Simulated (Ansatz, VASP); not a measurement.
# One calculation of LaZn, two programs

Contents of INCAR:

```
SYSTEM = LaZn
ALGO     = Normal         ! electronic algorithm
EDIFF    = 1E-6           ! SCF threshold, eV
EDIFFG   = -0.002         ! ionic threshold
ENCUT    = 600            ! plane-wave cutoff, eV
IBRION   = 2              ! ionic algorithm
ISIF     = 3              ! what is computed and relaxed
ISMEAR   = -1             ! smearing method
LASPH    = .TRUE.         ! aspherical terms in the spheres
LCHARG   = .FALSE.        ! write CHGCAR
LREAL    = .FALSE.        ! projectors in reciprocal space
LWAVE    = .FALSE.        ! write WAVECAR
NELM     = 80             ! most SCF steps
NSW      = 100            ! ionic steps
PREC     = Accurate       ! precision mode
SIGMA    = 0.05           ! smearing width, eV
```

The input KPOINTS:

```
k-points
0
G
  12 12 12
  0 0 0
```

File POSCAR:

```
LaZn
1.0
    3.7500000000      0.0000000000      0.0000000000
    0.0000000000      3.7500000000      0.0000000000
    0.0000000000      0.0000000000      3.7500000000
La Zn
1 1
Direct
    0.5000000000      0.5000000000      0.5000000000
    0.0000000000      0.0000000000      0.0000000000
```

Input for Ansatz:

```yaml
crystal:
  lattice:
    - [3.75, 0.0, 0.0]
    - [0.0, 3.75, 0.0]
    - [0.0, 0.0, 3.75]
  atoms:
    - { symbol: La, position: [0.5, 0.5, 0.5] }
    - { symbol: Zn, position: [0.0, 0.0, 0.0] }
kpoints:
  mp_grid: { grid: [12, 12, 12] }
scf:
  occupations: { method: fermi_dirac, width: 0.05 }
hamiltonian:
  xc: lda
  pseudopotentials: { kind: paw }
relax:
  f_tol: 0.002
  max_steps: 80
  cell: {}
output:
  forces: true
  stress: true
```

Alike in both runs: task relaxation of cell and atoms; functional LDA; k mesh 12 × 12 × 12; occupations fermi-dirac, width 0.05 eV; no spin polarisation.

```csv
,VASP,Ansatz
version,VASP 6.6.1,Ansatz 0.2.0
potentials or method,"VASP PAW LDA potentials, release 64 (La, Zn)","PAW with Ansatz's default frozen-core files, scalar-relativistic"
plane-wave cutoff (eV),600,420
valence electrons in the cell,23,23
```

```tsv
	VASP	Ansatz	Ansatz less VASP
relaxed volume (Å³/atom)	24.21	24.20	-0.018
relaxed length of the cell vector where the two differ most in proportion (Å)	3.645	3.644	-0.0009
```

LDA's correlation is that of Perdew and Zunger in VASP and of Perdew and Wang (1992) in Ansatz.

Neither program's run includes spin-orbit coupling.
